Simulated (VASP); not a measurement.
Here is a VASP 6.6.1 calculation.

Contents of INCAR:

```
ALGO = Normal
EDIFF = 1E-6
ENCUT = 520
GGA = PS
ISIF = 2
ISMEAR = 0
LASPH = True
LCHARG = False
LREAL = False
LWAVE = False
NBANDS = 15
NELM = 80
PREC = Accurate
SIGMA = 0.05
```

File KPOINTS:

```
k-points
0
Gamma
  6 6 6
```

POSCAR

```
RbBr
1.0
    4.1260773000      0.0000000000      0.0000000000
    0.0000000000      4.1260773000      0.0000000000
    0.0000000000      0.0000000000      4.1260773000
Rb Br
1 1
Direct
    0.0000000000      0.0000000000      0.0000000000
    0.5000000000      0.5000000000      0.5090885355
```

Potentials or basis: VASP PAW PBE potentials, release 64 (Rb_sv, Br).

Run with:

```sh
$ cat potpaw_PBE.64/Rb_sv/POTCAR potpaw_PBE.64/Br/POTCAR > POTCAR
$ mpirun -np 1 vasp_std > vasp.out
```

Estimate the band gap on the k mesh.

3.90 eV (least direct gap 4.06 eV).

Estimate the largest force.

0.025 eV/Å.

Forces in eV/Å, atoms in the order of the input:
```
Rb   0.000  0.000  0.025
Br   0.000  0.000 -0.025
```

Caveat: the cell differs from its parent crystal (all Br atoms moved +0.037 Å, as atom 2 along Cartesian [0 0 1]); the PAW data sets were made with another functional, which shifts forces and pressure a little. A k mesh can miss the band edges.
